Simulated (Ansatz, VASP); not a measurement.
## Sn2Ge: VASP beside Ansatz

```
CELL_PARAMETERS angstrom
0.00000 3.14297 3.14297
3.14297 0.00000 3.14297
3.14297 3.14297 0.00000
ATOMIC_POSITIONS crystal
Sn 0.75000 0.75000 0.75000
Sn 0.25000 0.25000 0.25000
Ge 0.00000 0.00000 0.00000
```

Alike in both runs: task relaxation of cell and atoms; functional PBEsol; k mesh 6 × 6 × 6; occupations gaussian, width 0.1 eV; no spin polarisation.

|  | VASP | Ansatz |
| --- | --- | --- |
| version | VASP 6.6.1 | Ansatz 0.2.0 |
| potentials or method | VASP PAW PBE potentials, release 64 (Sn_d, Ge_d), cutoff 600 eV | scalar-relativistic, plane waves, PAW |
| valence electrons in the cell | 42 | 42 |

|  | VASP | Ansatz | Ansatz less VASP |
| --- | --- | --- | --- |
| gap on the k mesh at the Fermi level, each at its own relaxed structure (eV) | none | none | - |
| relaxed volume (Å³/atom) | 26.96 | 26.97 | +0.009 |
| relaxed cell length with the largest relative difference (Å) | 4.854 | 4.855 | +0.0005 |

VASP's potentials were made for PBE, not for PBEsol. A gap of «none» marks a metal or a gap that the smearing closes.

Noted on VASP's run: the volume moved by over 15 % at a fixed basis, so the end points are rough.
